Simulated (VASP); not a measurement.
# Ir (Fm-3m) in VASP: a series of runs

Ir is run at these levels: r2SCAN; tasks: single point.

Program: VASP 6.6.1. These are calculated values, not measurements. Logs are shortened: lines on timing, memory, paths and dates and some standing lists are left out, and cuts for length are marked.

## (1) The cell of the first run

Symmetry: Fm-3m, No. 225, cubic system. Conventional cell: a = 3.854 Å, b = 3.854 Å, c = 3.854 Å, α = 90.00°, β = 90.00°, γ = 90.00°. Within 3.6 Å of Ir (site symmetry m-3m) lie 12 Ir at 2.73 Å.

## (2) Single point, r2SCAN

POSCAR

```
Ir
1.0
    0.0000000000      1.9269646700      1.9269646700
    1.9269646700      0.0000000000      1.9269646700
    1.9269646700      1.9269646700      0.0000000000
Ir
1
Direct
    0.0000000000      0.0000000000      0.0000000000
```

INCAR.step1

```
SYSTEM = Ir
  PREC = Accurate
  ENCUT = 520
  ISMEAR = 0
  SIGMA = 0.1
  LREAL = .False.
  LASPH = .True.
  NELM = 100
  NBANDS = 10
  GGA = PE
  ALGO = Normal
  EDIFF = 1E-4
  LWAVE = .True.
  LCHARG = .False.
```

INCAR.step2

```
SYSTEM = Ir
  PREC = Accurate
  ENCUT = 520
  EDIFF = 1E-7
  ISMEAR = 0
  SIGMA = 0.1
  LREAL = .False.
  LASPH = .True.
  NELM = 100
  ALGO = Normal
  ISIF = 2
  LWAVE = .False.
  LCHARG = .False.
  METAGGA = R2SCAN
  LMIXTAU = .True.
  NBANDS = 10
  ISTART = 1
```

KPOINTS

```
Automatic mesh
0
Gamma
  8 8 8
  0 0 0
```

Potentials or basis: VASP PAW PBE potentials, release 64 (Ir).

Run with:

```sh
> cat potpaw_PBE.64/Ir/POTCAR > POTCAR
> cp INCAR.step1 INCAR
> mpirun -np 1 vasp_std > vasp.out
> cp INCAR.step2 INCAR
> mpirun -np 1 vasp_std > vasp.out
```

OUTCAR:

```text
SYSTEM = Ir
   PREC = Accurate
   ENCUT = 520
   EDIFF = 1E-7
   ISMEAR = 0
   LREAL = .False.
   LASPH = .True.
   NELM = 100
   ISIF = 2
   METAGGA = R2SCAN
   ISTART = 1

 ion  position               nearest neighbor table
   1  0.000  0.000  0.000-

  LATTYP: Found a face centered cubic cell.
 ALAT       =     3.8539293400

  Lattice vectors:

 A1 = (   0.0000000000,   1.9269646700,   1.9269646700)
 A2 = (   1.9269646700,   0.0000000000,   1.9269646700)
 A3 = (   1.9269646700,   1.9269646700,   0.0000000000)

Analysis of symmetry for initial positions (statically):
=====================================================================
 Subroutine PRICEL returns:
 Original cell was already a primitive cell.

 Routine SETGRP: Setting up the symmetry group for a
 face centered cubic supercell.

 Subroutine GETGRP returns: Found 48 space group operations
 (whereof 48 operations were pure point group operations)
 out of a pool of 48 trial point group operations.

The static configuration has the point symmetry O_h .

Analysis of symmetry for dynamics (positions and initial velocities):
=====================================================================
 Subroutine PRICEL returns:
 Original cell was already a primitive cell.

 Routine SETGRP: Setting up the symmetry group for a
 face centered cubic supercell.

 Subroutine GETGRP returns: Found 48 space group operations
 (whereof 48 operations were pure point group operations)
 out of a pool of 48 trial point group operations.

The dynamic configuration has the point symmetry O_h .

 Subroutine INISYM returns: Found 48 space group operations
 (whereof 48 operations are pure point group operations),
 and found     1 'primitive' translations

----------------------------------------------------------------------------------------

                                     Primitive cell

  volume of cell :      14.3104

  direct lattice vectors                    reciprocal lattice vectors
     0.000000000  1.926964670  1.926964670    -0.259475437  0.259475437  0.259475437
     1.926964670  0.000000000  1.926964670     0.259475437 -0.259475437  0.259475437
     1.926964670  1.926964670  0.000000000     0.259475437  0.259475437 -0.259475437

  length of vectors
     2.725139571  2.725139571  2.725139571     0.449424640  0.449424640  0.449424640

  position of ions in fractional coordinates (direct lattice)
     0.000000000  0.000000000  0.000000000

  ion indices of the primitive-cell ions
   primitive index   ion index
                 1           1

----------------------------------------------------------------------------------------

 KPOINTS: Automatic mesh

Automatic generation of k-mesh.
 Grid dimensions read from file:
 generate k-points for:    8    8    8

 Generating k-lattice:

  Cartesian coordinates                     Fractional coordinates (reciprocal lattice)
    -0.032434430  0.032434430  0.032434430     0.125000000  0.000000000  0.000000000
     0.032434430 -0.032434430  0.032434430     0.000000000  0.125000000  0.000000000
     0.032434430  0.032434430 -0.032434430     0.000000000  0.000000000  0.125000000

  Length of vectors
     0.056178080  0.056178080  0.056178080

  Shift w.r.t. Gamma in fractional coordinates (k-lattice)
     0.000000000  0.000000000  0.000000000

 Subroutine IBZKPT returns following result:
 ===========================================

 Found     29 irreducible k-points:

 Following reciprocal coordinates:
            Coordinates               Weight
  0.000000  0.000000  0.000000      1.000000
  0.125000  0.000000  0.000000      8.000000
  0.250000  0.000000  0.000000      8.000000
  0.375000  0.000000  0.000000      8.000000
  0.500000  0.000000  0.000000      4.000000
  0.125000  0.125000  0.000000      6.000000
[... 16 lines left out ...]
  0.500000  0.250000  0.125000     48.000000
 -0.375000  0.250000  0.125000     24.000000
 [... further k-points ...]
   k-points           NKPTS =     29   k-points in BZ     NKDIM =     29   number of bands    NBANDS=     10
   number of dos      NEDOS =    301   number of ions     NIONS =      1
   total plane-waves  NPLWV =   8000
   dimension x,y,z NGX =    20 NGY =   20 NGZ =   20
   dimension x,y,z NGXF=    40 NGYF=   40 NGZF=   40
   ions per type =               1
   NGX,Y,Z   is equivalent  to a cutoff of  12.20, 12.20, 12.20 a.u.
   NGXF,Y,Z  is equivalent  to a cutoff of  24.40, 24.40, 24.40 a.u.
 SYSTEM =  Ir
   PREC   = accura    normal or accurate (medium, high low for compatibility)
   ISTART =      1    job   : 0-new  1-cont  2-samecut
   ICHARG =      0    charge: 1-file 2-atom 10-const
   ISPIN  =      1    spin polarized calculation?
   LNONCOLLINEAR =      F non collinear calculations
   LSORBIT =      F    spin-orbit coupling
   LASPH  =      T    aspherical Exc in radial PAW
   ENCUT  =  520.0 eV  38.22 Ry    6.18 a.u.   5.07  5.07  5.07*2*pi/ulx,y,z
   NELM   =    100;   NELMIN=  2; NELMDL=  0     # of ELM steps
   EDIFF  = 0.1E-06   stopping-criterion for ELM
   LREAL  =      F    real-space projection
   EDIFFG = 0.1E-05   stopping-criterion for IOM
   NSW    =      0    number of steps for IOM
   IBRION =     -1    ionic relax: 0-MD 1-quasi-New 2-CG
   NFREE  =      0    steps in history (QN), initial steepest desc. (CG)
   ISIF   =      2    stress and relaxation
   ISYM   =      2    0-nonsym 1-usesym 2-fastsym
   POTIM  = 0.5000    time-step for ionic-motion
   TEBEG  =    0.0;   TEEND  =   0.0 temperature during run
   PSTRESS=    0.0 pullay stress
   NELECT =       9.0000    total number of electrons
   NUPDOWN=      -1.0000    fix difference up-down
   EMIN   =  10.00;   EMAX   =-10.00  energy-range for DOS
   EFERMI =   0.00;   METHOD = LEGACY
   ISMEAR =     0;   SIGMA  =   0.10  broadening in eV -4-tet -1-fermi 0-gaus
   EFERMI_NEDOS =   21; number of points for ismear=-14 and -15
   IALGO  =     38    algorithm
   IMIX   =      4    mixing-type and parameters
     AMIX     =   0.40;   BMIX     =  1.00
     AMIX_MAG =   1.60;   BMIX_MAG =  1.00
  volume/ion in A,a.u.               =      14.31        96.57
  Fermi-wavevector in a.u.,A,eV,Ry     =   1.402615  2.650559 26.767147  1.967330
  Thomas-Fermi vector in A             =   2.525359
   LORBIT       =      0    0 simple, 1 ext, 2 COOP (PROOUT), +10 PAW based schemes
   METAGGA = R2SCAN    functional components
   LHFCALC =     F    Hartree Fock is set to
   AEXX    =    0.0000 exact exchange contribution
   IVDW    =     0    specifies the selected vdW correction
   LEPSILON=     F    determine dielectric tensor
   LRPA    =     F    only Hartree local field effects (RPA)
 non-spin polarized calculation
 Gauss-broadening in eV      SIGMA  =   0.10
  energy-cutoff  :      520.00
  volume of cell :       14.31
 maximum number of plane-waves:       396
   NGX = 11   NGY = 11   NGZ = 11

 number of electron       9.0000000 magnetization

 Free energy of the ion-electron system (eV)
  ---------------------------------------------------
  ext. energy  EPLUGINS =         0.00000000
  ---------------------------------------------------
  free energy    TOTEN  =       -52.29981706 eV

  energy without entropy =      -52.29300889  energy(sigma->0) =      -52.29641297

 E-fermi :  10.0556     XC(G=0): -15.2459

 val. band max:       10.0028452565   @ k =  -0.3750   0.1250   0.0000
 cond. band min:      10.0896999919   @ k =  -0.3750   0.2500   0.0000
 fundamental gap:      0.0868547354
 Fermi energy:        10.0555804319

 k-point     1 :       0.0000    0.0000    0.0000
  band No.  band energies     occupation
      1      -1.4230      2.00000
      2       6.0576      2.00000
      3       6.0576      2.00000
      4       6.0576      2.00000
      5       8.7098      2.00000
      6       8.7098      2.00000
      7      25.0843      0.00000
      8      30.8984      0.00000
      9      30.8984      0.00000
     10      30.8984      0.00000

 k-point     2 :       0.1250    0.0000    0.0000
  band No.  band energies     occupation
      1      -0.7291      2.00000
      2       5.7263      2.00000
      3       6.3272      2.00000
      4       6.3272      2.00000
      5       8.5691      2.00000
      6       8.5691      2.00000
      7      26.2006      0.00000
      8      28.2689      0.00000
      9      32.0163      0.00000
     10      32.0163      0.00000

 k-point     3 :       0.2500    0.0000    0.0000
  band No.  band energies     occupation
      1       0.8574      2.00000
      2       5.5286      2.00000
      3       6.4860      2.00000
      4       6.4860      2.00000
      5       8.9307      2.00000
      6       8.9307      2.00000
      7      24.5449      0.00000
      8      27.4827      0.00000
      9      34.6601      0.00000
     10      34.6601      0.00000

 k-point     4 :       0.3750    0.0000    0.0000
  band No.  band energies     occupation
      1       1.6670      2.00000
      2       6.1056      2.00000
      3       6.1056      2.00000
      4       7.2994      2.00000
      5      10.1879      0.06125
      6      10.1879      0.06125
      7      20.3472      0.00000
      8      25.6196      0.00000
      9      32.3785      0.00000
     10      32.3785      0.00000
[... 222 lines left out ...]
 k-point    22 :       0.3750    0.2500    0.1250
  band No.  band energies     occupation
      1       2.3038      2.00000
      2       4.3483      2.00000
      3       5.9242      2.00000
      4       8.1163      2.00000
      5       8.1268      2.00000
      6      10.7825      0.00000
      7      25.0087      0.00000
      8      27.5542      0.00000
      9      29.4652      0.00000
     10      31.5635      0.00000

 k-point    23 :       0.5000    0.2500    0.1250
  band No.  band energies     occupation
      1       3.1928      2.00000
      2       4.8921      2.00000
      3       5.2997      2.00000
      4       7.6607      2.00000
      5       9.8493      1.99647
      6      12.9463      0.00000
      7      20.6882      0.00000
      8      26.0505      0.00000
      9      27.6112      0.00000
     10      32.3412      0.00000

 k-point    24 :      -0.3750    0.2500    0.1250
  band No.  band energies     occupation
      1       3.2109      2.00000
      2       4.6425      2.00000
      3       6.3200      2.00000
      4       7.3302      2.00000
      5      10.5942      0.00000
      6      15.3490      0.00000
      7      16.9512      0.00000
      8      26.4665      0.00000
      9      26.4670      0.00000
     10      30.7314      0.00000

 [... further k-points ...]

------------------------ aborting loop because EDIFF is reached ----------------------------------------

  FORCE on cell =-STRESS in cart. coord.  units (eV):
  Direction    XX          YY          ZZ          XY          YZ          ZX
  --------------------------------------------------------------------------------------
  -------------------------------------------------------------------------------------
  Total        0.0874985      0.0874985      0.0874985     -0.0000000      0.0000000     -0.0000000
  in kB        9.7962520      9.7962520      9.7962520     -0.0000000      0.0000000     -0.0000000
  external PRESSURE =       9.7962520 kB  Pullay stress =       0.0000000 kB

 VOLUME and BASIS-vectors are now :
 -----------------------------------------------------------------------------
  energy-cutoff  :      520.00
  volume of cell :       14.31
      direct lattice vectors                 reciprocal lattice vectors
     0.000000000  1.926964670  1.926964670    -0.259475437  0.259475437  0.259475437
     1.926964670  0.000000000  1.926964670     0.259475437 -0.259475437  0.259475437
     1.926964670  1.926964670  0.000000000     0.259475437  0.259475437 -0.259475437

 POSITION                                       TOTAL-FORCE (eV/Angst)
 -----------------------------------------------------------------------------------
      0.00000      0.00000      0.00000         0.000000      0.000000      0.000000
 -----------------------------------------------------------------------------------
    total drift:                                0.000000     -0.000000     -0.000000

  FREE ENERGIE OF THE ION-ELECTRON SYSTEM (eV)
  ---------------------------------------------------
  free  energy   TOTEN  =       -52.2998170567 eV

  energy  without entropy=      -52.2930088869  energy(sigma->0) =      -52.29641297
```

It took 15 s on 1 thread of Intel Xeon Platinum 8488C (Sapphire Rapids), shared host; peak memory 0.13 GiB.

What came out:

```
Free energy            : -52.2998 eV
Pressure               : 1.0 GPa
Band gap on the k mesh : zero (an odd number of electrons rules out a gap without spin polarisation)
```

Levels at points of the mesh, in eV from the Fermi level:
| k point | band 1 | band 2 | band 3 | band 4 | band 5 | band 6 | band 7 | band 8 | band 9 |
| --- | --- | --- | --- | --- | --- | --- | --- | --- | --- |
| (0.00, 0.00, 0.00) | -11.48 | -4.00 | -4.00 | -4.00 | -1.35 | -1.35 | 15.03 | 20.84 | 20.84 |
| (0.50, 0.00, 0.00) | -8.37 | -4.15 | -4.15 | -0.75 | 0.84 | 0.84 | 7.47 | 14.67 | 20.64 |
| (0.50, 0.50, 0.00) | -8.15 | -7.57 | 0.74 | 1.47 | 1.47 | 1.70 | 10.84 | 12.20 | 12.20 |

Caveat: the PAW data sets were made with another functional, which shifts forces and pressure a little; spin-orbit coupling is left out, which moves the levels of the heavy elements.

[end of part 1 of 2]

The gap in the log of VASP goes by the Fermi energy; the results here count the filled bands.